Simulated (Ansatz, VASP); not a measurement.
**Bi2Se3 in VASP and in Ansatz**

Contents of INCAR:

```
  PREC = Accurate
  ENCUT = 520
  EDIFF = 1E-8
  ISMEAR = -1
  SIGMA = 0.03
  LREAL = False
  LASPH = True
  NELM = 100
  ALGO = Normal
  ISIF = 2
  LWAVE = False
  LCHARG = False
  GGA = PS
  LEFG = True
  NBANDS = 32
```

File KPOINTS:

```
regular mesh
0
Gamma
  6 6 6
```

Contents of POSCAR:

```
Bi2Se3
1.0
    2.0645711538      1.1919807114      9.5134055809
   -2.0645711538      1.1919807114      9.5134055809
    0.0000000000     -2.3839614228      9.5134055809
Bi Se
2 3
Direct
    0.4008000000      0.4008000000      0.4008000000
    0.5992000000      0.5992000000      0.5992000000
    0.0000000000      0.0000000000      0.0000000000
    0.2117000000      0.2117000000      0.2117000000
    0.7883000000      0.7883000000      0.7883000000
```

Input for Ansatz:

```yaml
crystal:
  lattice:
    - [2.0645711538, 1.1919807114, 9.5134055809]
    - [-2.0645711538, 1.1919807114, 9.5134055809]
    - [0.0, -2.3839614228, 9.5134055809]
  atoms:
    - { symbol: Bi, position: [0.4008, 0.4008, 0.4008] }
    - { symbol: Bi, position: [0.5992, 0.5992, 0.5992] }
    - { symbol: Se, position: [0.0, 0.0, 0.0] }
    - { symbol: Se, position: [0.2117, 0.2117, 0.2117] }
    - { symbol: Se, position: [0.7883, 0.7883, 0.7883] }
kpoints:
  mp_grid: { grid: [6, 6, 6] }
scf:
  occupations: { method: fermi_dirac, width: 0.03 }
hamiltonian:
  xc: pbesol
  pseudopotentials: { kind: all_electron, datasets: crystal }
output:
  forces: true
  stress: true
  eigenvalues: true
  efg: { contact_densities: true }
```

Change from the starting cell: volume scaled by 0.99, crystal datasets.

Alike in both runs: task electric field gradients; functional PBEsol; k mesh 6 × 6 × 6; occupations fermi-dirac, width 0.03 eV; no spin polarisation.

|  | VASP | Ansatz |
| --- | --- | --- |
| version | VASP 6.6.1 | Ansatz 0.2.0 |
| potentials or method | VASP PAW PBE potentials, release 64 (Bi_d, Se), cutoff 520 eV | all-electron PAW with datasets made for the crystal, scalar-relativistic |

|  | VASP | Ansatz | Ansatz less VASP |
| --- | --- | --- | --- |
| pressure (GPa) | 0.3 | 0.3 | -0.04 |
| rms of the force components (eV/Å) | 0.104 | 0.097 | -0.0073 |
| size of Vzz on the site where it differs most (V/Å²) | 72.9 | 76.5 | +3.57 |

VASP's potentials were made for PBE, not for PBEsol. Atom by atom the forces differ by 0.008 eV/Å (rms over components). Ansatz ran all-electron here, and VASP with PAW potentials.

Neither program's run includes spin-orbit coupling.
